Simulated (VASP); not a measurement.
# Ta (Im-3m) in VASP: notebook, part 2 of 2

VASP 6.6.1.

## 3. Relaxation of cell and atoms, PBE

This run uses another cell than the first one, of 18.37 Å³/atom, 1.005 times its volume.

INCAR

```
PREC = Accurate ; ENCUT = 600
EDIFF = 1E-6 ; ISMEAR = 0
SIGMA = 0.1 ; LREAL = False
LASPH = True ; NELM = 100
ALGO = Normal ; ISIF = 3
LWAVE = False ; LCHARG = False
GGA = PE ; IBRION = 2
NSW = 100 ; EDIFFG = -0.01
```

KPOINTS

```
regular mesh
0
Gamma
  24 24 24
```

POSCAR

```
Ta
1.0
   -1.6623099440      1.6623099440      1.6623099440
    1.6623099440     -1.6623099440      1.6623099440
    1.6623099440      1.6623099440     -1.6623099440
Ta
1
Direct
    0.0000000000      0.0000000000      0.0000000000
```

Potentials or basis: VASP PAW PBE potentials, release 64 (Ta_pv).

The run is started by

```console
> cat potpaw_PBE.64/Ta_pv/POTCAR > POTCAR
> mpirun -np 1 vasp_std > vasp.out
```

OUTCAR:

```text
PREC = Accurate
   ENCUT = 600
   EDIFF = 1E-6
   ISMEAR = 0
   LREAL = False
   LASPH = True
   NELM = 100
   ISIF = 3
   GGA = PE
   IBRION = 2
   NSW = 100
   EDIFFG = -0.01

 ion  position               nearest neighbor table
   1  0.000  0.000  0.000-

  LATTYP: Found a body centered cubic cell.
 ALAT       =     3.3246198880

  Lattice vectors:

 A1 = (  -1.6623099440,   1.6623099440,   1.6623099440)
 A2 = (   1.6623099440,  -1.6623099440,   1.6623099440)
 A3 = (   1.6623099440,   1.6623099440,  -1.6623099440)

Analysis of symmetry for initial positions (statically):
=====================================================================
 Subroutine PRICEL returns:
 Original cell was already a primitive cell.

 Routine SETGRP: Setting up the symmetry group for a
 body centered cubic supercell.

 Subroutine GETGRP returns: Found 48 space group operations
 (whereof 48 operations were pure point group operations)
 out of a pool of 48 trial point group operations.

The static configuration has the point symmetry O_h .

Analysis of symmetry for dynamics (positions and initial velocities):
=====================================================================
 Subroutine PRICEL returns:
 Original cell was already a primitive cell.

 Routine SETGRP: Setting up the symmetry group for a
 body centered cubic supercell.

 Subroutine GETGRP returns: Found 48 space group operations
 (whereof 48 operations were pure point group operations)
 out of a pool of 48 trial point group operations.

The dynamic configuration has the point symmetry O_h .

 Subroutine INISYM returns: Found 48 space group operations
 (whereof 48 operations are pure point group operations),
 and found     1 'primitive' translations

[... 120 lines left out ...]
   IVDW    =     0    specifies the selected vdW correction
   LEPSILON=     F    determine dielectric tensor
   LRPA    =     F    only Hartree local field effects (RPA)
 conjugate gradient relaxation of ions
 non-spin polarized calculation
 Gauss-broadening in eV      SIGMA  =   0.10
  energy-cutoff  :      600.00
  volume of cell :       18.37
 maximum number of plane-waves:       632
   NGX = 11   NGY = 11   NGZ = 11

--------------------------------------- Ionic step        1  -------------------------------------------

 number of electron      11.0000000 magnetization

 Free energy of the ion-electron system (eV)
  ---------------------------------------------------
  ext. energy  EPLUGINS =         0.00000000
  ---------------------------------------------------
  free energy    TOTEN  =       -11.81571013 eV

  energy without entropy =      -11.80893706  energy(sigma->0) =      -11.81232360

------------------------ aborting loop because EDIFF is reached ----------------------------------------

  FORCE on cell =-STRESS in cart. coord.  units (eV):
  Direction    XX          YY          ZZ          XY          YZ          ZX
  --------------------------------------------------------------------------------------
  -------------------------------------------------------------------------------------
  Total       -0.1014454     -0.1014454     -0.1014454      0.0000000      0.0000000     -0.0000000
  in kB       -8.8459998     -8.8459998     -8.8459998      0.0000000      0.0000000     -0.0000000
  external PRESSURE =      -8.8459998 kB  Pullay stress =       0.0000000 kB
[... 57 lines left out ...]
--------------------------------------- Ionic step        3  -------------------------------------------

 number of electron      11.0000001 magnetization

 Free energy of the ion-electron system (eV)
  ---------------------------------------------------
  ext. energy  EPLUGINS =         0.00000000
  ---------------------------------------------------
  free energy    TOTEN  =       -11.81594709 eV

  energy without entropy =      -11.80924237  energy(sigma->0) =      -11.81259473

 E-fermi :   5.3553     XC(G=0): -12.5400

 val. band max:        5.3546356417   @ k =  -0.4583   0.4583   0.1250
 cond. band min:       5.3614758348   @ k =   0.3333   0.1667   0.0833
 fundamental gap:      0.0068401932
 Fermi energy:         5.3552817430

 k-point     1 :       0.0000    0.0000    0.0000
  band No.  band energies     occupation
      1     -27.7693      2.00000
      2     -27.7693      2.00000
      3     -27.7693      2.00000
      4      -2.4943      2.00000
      5       6.0971      0.00000
      6       6.0971      0.00000
      7       6.0971      0.00000
      8       9.3163      0.00000
      9       9.3163      0.00000
[... 265 lines left out ...]
 k-point    24 :       0.4583    0.0417    0.0000
  band No.  band energies     occupation
      1     -28.8744      2.00000
      2     -28.1352      2.00000
      3     -27.7838      2.00000
      4       1.1099      2.00000
      5       3.8847      2.00000
      6       6.7247      0.00000
      7       9.1670      0.00000
      8      10.2427      0.00000
      9      13.0156      0.00000

 [... further k-points ...]
[... 5 lines left out ...]
  --------------------------------------------------------------------------------------
  -------------------------------------------------------------------------------------
  Total        0.0002274      0.0002274      0.0002274      0.0000000      0.0000000     -0.0000000
  in kB        0.0199202      0.0199202      0.0199202      0.0000000      0.0000000     -0.0000000
  external PRESSURE =       0.0199202 kB  Pullay stress =       0.0000000 kB
[... 16 lines left out ...]
  FREE ENERGIE OF THE ION-ELECTRON SYSTEM (eV)
  ---------------------------------------------------
  free  energy   TOTEN  =       -11.8159470948 eV

  energy  without entropy=      -11.8092423742  energy(sigma->0) =      -11.81259473

 reached required accuracy - stopping structural energy minimisation
```

OSZICAR:

```text
N       E                     dE             d eps       ncg     rms          rms(c)
DAV:   1     0.512930888107E+02    0.51293E+02   -0.70582E+03  7442   0.130E+03
DAV:   2    -0.115380992289E+02   -0.62831E+02   -0.61927E+02  9428   0.260E+02
[... 17 lines left out ...]
   2 F= -.11814801E+02 E0= -.11811526E+02  d E =0.909152E-03
       N       E                     dE             d eps       ncg     rms          rms(c)
DAV:   1    -0.118223724635E+02   -0.75714E-02   -0.21458E-01  7552   0.678E+00    0.716E-01
DAV:   2    -0.118170794936E+02    0.52930E-02   -0.73947E-03  7583   0.109E+00    0.242E-01
DAV:   3    -0.118159309809E+02    0.11485E-02   -0.38289E-03  7708   0.750E-01    0.931E-02
DAV:   4    -0.118159476069E+02   -0.16626E-04   -0.49354E-05  8555   0.814E-02    0.954E-03
DAV:   5    -0.118159470948E+02    0.51210E-06   -0.44339E-06  7699   0.251E-02
   3 F= -.11815947E+02 E0= -.11812595E+02  d E =-.236961E-03
```

CONTCAR:

```text
Ta
   1.00000000000000
    -1.6597565837575348    1.6597565837575348    1.6597565837575348
     1.6597565837575348   -1.6597565837575348    1.6597565837575348
     1.6597565837575348    1.6597565837575348   -1.6597565837575348
  Ta
     1
Direct
     0.0000000000000000    0.0000000000000000    0.0000000000000000

  0.00000000E+00  0.00000000E+00  0.00000000E+00
```

It took 32 s on 1 thread of Intel Xeon 6975P-C (Granite Rapids), shared host; peak memory 0.22 GiB.

What came out:

| Item | Value |
| --- | --- |
| Free energy | -11.8159 eV |
| Relaxed volume | 18.29 Å³/atom |
| Relaxed cell | a = 2.875 Å, b = 2.875 Å, c = 2.875 Å, α = 109.47°, β = 109.47°, γ = 109.47° |
| Space group after relaxing (to 0.05 Å) | Im-3m (No. 229) |
| Energy gained by relaxing | 0.2 meV/atom |
| Ionic steps | 3 |
| Pressure after relaxing | 0.0 GPa |

Step by step:
| step | energy change (eV) | largest force (eV/Å) | pressure (GPa) | volume (Å³) |
| --- | --- | --- | --- | --- |
| 1 | 0.0000 | 0.0000 | -0.88 | 18.37 |
| 2 | 0.0009 | 0.0000 | 2.02 | 18.11 |
| 3 | -0.0002 | 0.0000 | 0.00 | 18.29 |

Final structure:
```
CELL_PARAMETERS angstrom
-1.65976 1.65976 1.65976
1.65976 -1.65976 1.65976
1.65976 1.65976 -1.65976
ATOMIC_POSITIONS crystal
Ta 0.00000 0.00000 0.00000
```

Levels at points of the mesh, in eV from the Fermi level:
| k point | band 2 | band 3 | band 4 | band 5 | band 6 | band 7 | band 8 | band 9 |
| --- | --- | --- | --- | --- | --- | --- | --- | --- |
| (0.00, 0.00, 0.00) | -33.12 | -33.12 | -7.85 | 0.74 | 0.74 | 0.74 | 3.96 | 3.96 |
| (0.50, 0.00, 0.00) | -33.49 | -33.13 | -4.30 | -1.49 | 1.53 | 3.83 | 4.84 | 7.66 |
| (0.50, 0.50, 0.50) | -33.90 | -33.90 | -3.70 | -3.70 | 6.72 | 6.72 | 6.72 | 8.52 |

Caveat: spin-orbit coupling is left out, which moves the levels of the heavy elements.
